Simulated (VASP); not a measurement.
## V: single point with RPBE

The system is V.

```
V
1.0
    -1.66804    1.66804    1.66804
     1.66804   -1.66804    1.66804
     1.66804    1.66804   -1.66804
V
1
Direct
  0.00000 0.00000 0.00000
```

```
Program             : VASP 6.6.1
Task                : single point
Functional          : RPBE
Potentials or basis : VASP PAW PBE potentials, release 64 (V_sv)
Cutoff              : 500 eV
k mesh              : 6 × 6 × 6
Occupations         : tetrahedron
Spin                : collinear spin, ferromagnetic start
Starting moments    : [0.51] μB
```

The pressure is -26.6 GPa. The net moment is 0.76 μB per cell. The site moments are V +0.62 μB. The valence electrons inside the program's atomic spheres are V 11.23.

Levels at points of the mesh, in eV from the Fermi level:
Spin up:
```
           k point  band 4  band 5  band 6  band 7  band 8  band 9  band 10  band 11
(0.00, 0.00, 0.00)  -38.23   -6.02   -0.19   -0.19   -0.19    1.42     1.42    17.70
(0.50, 0.00, 0.00)  -38.23   -2.60   -1.14    0.61    1.29    1.61     2.14     6.43
(0.50, 0.50, 0.50)  -38.46   -2.04   -2.04    1.91    1.91    1.91     7.32     7.32
```
Spin down:
```csv
k point,band 4,band 5,band 6,band 7,band 8,band 9
"(0.00, 0.00, 0.00)",-37.65,-5.64,0.62,0.62,0.62,1.66
"(0.50, 0.00, 0.00)",-37.65,-2.10,-0.37,0.95,1.71,1.87
"(0.50, 0.50, 0.50)",-37.87,-1.81,-1.81,2.72,2.72,2.72
```

It took 23 s on 1 thread of AMD EPYC 7R43 64-Core Processor (Zen 3) (shared host), peak memory 0.11 GiB.

Caveat: the k points lie up to 0.44 Å⁻¹ apart; the PAW data sets were made with another functional, which shifts forces and pressure a little; tetrahedron occupations give inexact forces and stress in metals.
